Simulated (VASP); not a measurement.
**Cd2SbO2: relaxation of cell and atoms with PBE**

The system is Cd2SbO2.

```xyz
5
Lattice="3.1704 0.0000 0.0000 0.0000 3.1704 0.0000 0.0000 0.0000 8.9593" Properties=species:S:1:pos:R:3 pbc="T T T"
Cd    1.5852    1.5852    2.9701
Cd    0.0000    0.0000    5.8989
Sb    0.0000    0.0000    0.0278
O     0.0000    0.0000    2.2301
O     1.5852    1.5852    5.1790
```

```json
{
  "Program": "VASP 6.6.1",
  "Task": "relaxation of cell and atoms",
  "Functional": "PBE",
  "Potentials or basis": "VASP PAW PBE potentials, release 64 (Cd, Sb, O)",
  "Cutoff": "600 eV",
  "k mesh": "10 × 10 × 4",
  "Occupations": "gaussian, width 0.1 eV",
  "Spin": "no spin polarisation",
  "Dipole correction": "no",
  "Further INCAR settings": "ALGO = Normal; EDIFF = 1e-06; IBRION = 2; EDIFFG = -0.001; NSW = 80; ISIF = 3"
}
```

```yaml
Relaxed_volume: 18.10 Å³/atom
Relaxed_cell: a = 3.177 Å, b = 3.177 Å, c = 8.967 Å, α = 90.00°, β = 90.00°, γ = 90.00°
Space_group_after_relaxing_to_0.1_Å: P4mm (No. 99)
Energy_gained_by_relaxing: 0.3 meV/atom
Ionic_steps: 30
Pressure_after_relaxing: 0.0 GPa
Band_gap_on_the_k_mesh: zero (an odd number of electrons rules out a gap without spin polarisation)
```

The path:
| step | energy change (eV) | largest force (eV/Å) | pressure (GPa) | volume (Å³) |
| --- | --- | --- | --- | --- |
| 1 | 0.0000 | 0.0877 | 0.45 | 90.05 |
| 2 | -0.0011 | 0.0641 | -0.18 | 90.71 |
| 3 | -0.0011 | 0.0669 | -0.13 | 90.63 |
| 4 | -0.0015 | 0.0275 | -0.05 | 90.57 |
| 5 | -0.0015 | 0.0173 | 0.00 | 90.55 |
| 6 | -0.0015 | 0.0153 | 0.00 | 90.55 |
| 7 | -0.0016 | 0.0134 | -0.01 | 90.54 |
| 8 | -0.0016 | 0.0187 | -0.01 | 90.53 |
| 9 | -0.0016 | 0.0084 | 0.00 | 90.52 |
| 10 | -0.0016 | 0.0051 | 0.00 | 90.49 |
| 11 | -0.0016 | 0.0024 | -0.01 | 90.49 |
| 12 | -0.0016 | 0.0030 | 0.00 | 90.48 |
| 13 | -0.0016 | 0.0045 | -0.01 | 90.48 |
| 14 | -0.0016 | 0.0034 | 0.00 | 90.48 |
| 15 | -0.0016 | 0.0031 | 0.00 | 90.48 |
| 16 | -0.0016 | 0.0030 | 0.00 | 90.48 |
| 17 | -0.0016 | 0.0029 | 0.01 | 90.47 |
| 18 | -0.0016 | 0.0026 | 0.01 | 90.47 |
| 19 | -0.0016 | 0.0018 | 0.00 | 90.48 |
| 20 | -0.0016 | 0.0018 | -0.01 | 90.48 |
| 21 | -0.0016 | 0.0021 | 0.00 | 90.48 |
| 22 | -0.0016 | 0.0019 | 0.00 | 90.48 |
| 23 | -0.0016 | 0.0012 | -0.01 | 90.48 |
| 24 | -0.0016 | 0.0025 | 0.01 | 90.47 |
| 25 | -0.0016 | 0.0016 | 0.02 | 90.47 |
| 26 | -0.0016 | 0.0015 | 0.02 | 90.47 |
| 27 | -0.0016 | 0.0011 | 0.01 | 90.48 |
| 28 | -0.0016 | 0.0007 | 0.01 | 90.48 |
| 29 | -0.0016 | 0.0010 | 0.00 | 90.48 |
| 30 | -0.0016 | 0.0009 | -0.01 | 90.48 |

Final structure:
```
Cd Sb O
1.0
     3.17658    0.00000    0.00000
     0.00000    3.17658    0.00000
     0.00000    0.00000    8.96706
Cd Sb O
2 1 2
Direct
  0.50000 0.50000 0.33146
  0.00000 0.00000 0.65951
  0.00000 0.00000 0.00325
  0.00000 0.00000 0.24727
  0.50000 0.50000 0.57852
```

Levels at points of the mesh, in eV from the Fermi level:
```csv
k point,band 18,band 19,band 20,band 21,band 22,band 23,band 24
"(0.00, 0.00, 0.00)",-2.50,-2.50,-1.34,-0.96,2.53,3.76,3.76
"(0.50, 0.00, 0.00)",-2.95,-2.31,-1.58,-0.07,2.24,3.70,4.01
"(0.50, 0.50, 0.00)",-3.22,-2.60,-2.31,-2.31,1.65,1.96,3.53
"(0.00, 0.00, 0.50)",-3.01,-2.51,-2.51,0.63,1.45,3.76,3.76
"(0.50, 0.00, 0.50)",-3.30,-2.31,-1.58,0.44,2.54,3.27,4.25
"(0.50, 0.50, 0.50)",-3.24,-2.60,-2.24,-2.24,1.60,1.71,4.07
```

It took 14 min on 1 thread of Intel(R) Xeon(R) 6975P-C (Granite Rapids) (shared host), peak memory 0.35 GiB.

Caveat: spin-orbit coupling is left out, which moves the levels of the heavy elements; an odd number of electrons without spin polarisation forces a metal; a magnetic or distorted state may lie lower.
